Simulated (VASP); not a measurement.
Write the native input for VASP 6.6.1 that does the following.

* Task: single point
* Functional: r2SCAN
* Potentials or basis: VASP PAW PBE potentials, release 64 (Sb)
* Cutoff: 520 eV
* k mesh: 16 × 16 × 16
* Occupations: gaussian, width 0.15 eV
* Spin: no spin polarisation
* Dipole correction: no
* Further INCAR settings: ALGO = Normal; EDIFF = 1e-06; NBANDS = 8

Sb:

```
Sb
1.0
     3.16000    0.00000    0.00000
     0.00000    3.16000    0.00000
     0.00000    0.00000    3.08100
Sb
1
Direct
  0.00000 0.00000 0.00000
```

This cell differs from its parent crystal: strain +0.000 along x and y, -0.025 along z.

The input as run:

POSCAR

```
Sb
1.0
    3.1600000000      0.0000000000      0.0000000000
    0.0000000000      3.1600000000      0.0000000000
    0.0000000000      0.0000000000      3.0810000000
Sb
1
Direct
    0.0000000000      0.0000000000      0.0000000000
```

INCAR.step1

```
SYSTEM = Sb
PREC     = Accurate       ! precision mode
ENCUT    = 520            ! plane-wave cutoff, eV
ISMEAR   = 0              ! smearing method
SIGMA    = 0.15           ! smearing width, eV
LREAL    = .FALSE.        ! projectors in reciprocal space
LASPH    = .TRUE.         ! aspherical terms in the spheres
NELM     = 60             ! most SCF steps
NBANDS   = 8              ! bands
GGA      = PE             ! functional
ALGO     = Normal         ! electronic algorithm
EDIFF    = 1E-4           ! SCF threshold, eV
LWAVE    = .TRUE.         ! write WAVECAR
LCHARG   = .FALSE.        ! write CHGCAR
```

INCAR.step2

```
SYSTEM = Sb
PREC     = Accurate       ! precision mode
ENCUT    = 520            ! plane-wave cutoff, eV
EDIFF    = 1E-6           ! SCF threshold, eV
ISMEAR   = 0              ! smearing method
SIGMA    = 0.15           ! smearing width, eV
LREAL    = .FALSE.        ! projectors in reciprocal space
LASPH    = .TRUE.         ! aspherical terms in the spheres
NELM     = 60             ! most SCF steps
ALGO     = Normal         ! electronic algorithm
ISIF     = 2              ! what is computed and relaxed
LWAVE    = .FALSE.        ! write WAVECAR
LCHARG   = .FALSE.        ! write CHGCAR
METAGGA  = R2SCAN         ! meta-GGA
LMIXTAU  = .TRUE.       
NBANDS   = 8              ! bands
ISTART   = 1
```

KPOINTS

```
Automatic mesh
0
G
  16 16 16
  0 0 0
```

Potentials or basis: VASP PAW PBE potentials, release 64 (Sb).

The run is started by

```sh
$ cat potpaw_PBE.64/Sb/POTCAR > POTCAR
$ cp INCAR.step1 INCAR
$ mpirun -np 1 vasp_std > vasp.out
$ cp INCAR.step2 INCAR
$ mpirun -np 1 vasp_std > vasp.out
```

It gave:

```yaml
Pressure: -2.5 GPa
Band_gap_on_the_k_mesh: zero (an odd number of electrons rules out a gap without spin polarisation)
```

Caveat: the cell differs from its parent crystal (strain +0.000 along x and y, -0.025 along z); the PAW data sets were made with another functional, which shifts forces and pressure a little; spin-orbit coupling is left out, which moves the levels of the heavy elements; an odd number of electrons without spin polarisation forces a metal; a magnetic or distorted state may lie lower.

It took 56 s on 1 thread of Intel(R) Xeon(R) 6975P-C (Granite Rapids) (shared host), peak memory 0.22 GiB.
